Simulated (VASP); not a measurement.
The system is In.

```
CELL_PARAMETERS angstrom
-1.69510 1.69510 2.39225
1.69510 -1.69510 2.39225
1.69510 1.69510 -2.39225
ATOMIC_POSITIONS crystal
In 0.00000 0.00000 0.00000
```

```yaml
Program: VASP 6.6.1
Task: relaxation of cell and atoms
Functional: PBE
Dispersion: D3(BJ)
Potentials_or_basis: VASP PAW PBE potentials, release 64 (In_d)
Cutoff: 600 eV
k_mesh: 18 × 18 × 18
Occupations: gaussian, width 0.1 eV
Spin: no spin polarisation
```

At the start: pressure -1.9 GPa; volume 27.50 Å³/atom.

How do energy, volume and symmetry change on relaxing?

Over 5 steps the energy falls by 8.8 meV/atom and the volume is 26.10 Å³/atom (-5.1 %); space group Fm-3m (No. 225, to 0.05 Å).

The path:
| step | energy change (eV) | largest force (eV/Å) | pressure (GPa) | volume (Å³) |
| --- | --- | --- | --- | --- |
| 1 | 0.0000 | 0.0000 | -1.93 | 27.50 |
| 2 | -0.0088 | 0.0000 | -0.11 | 26.20 |
| 3 | -0.0088 | 0.0000 | -0.05 | 26.13 |
| 4 | -0.0088 | 0.0000 | 0.15 | 26.00 |
| 5 | -0.0088 | 0.0000 | 0.01 | 26.10 |

Final structure:
```
In
1.0
    -1.66582    1.66582    2.35152
     1.66582   -1.66582    2.35152
     1.66582    1.66582   -2.35152
In
1
Direct
  0.00000 0.00000 0.00000
```

Caveat: pairwise dispersion overbinds metals, which lowers pressure and volume.
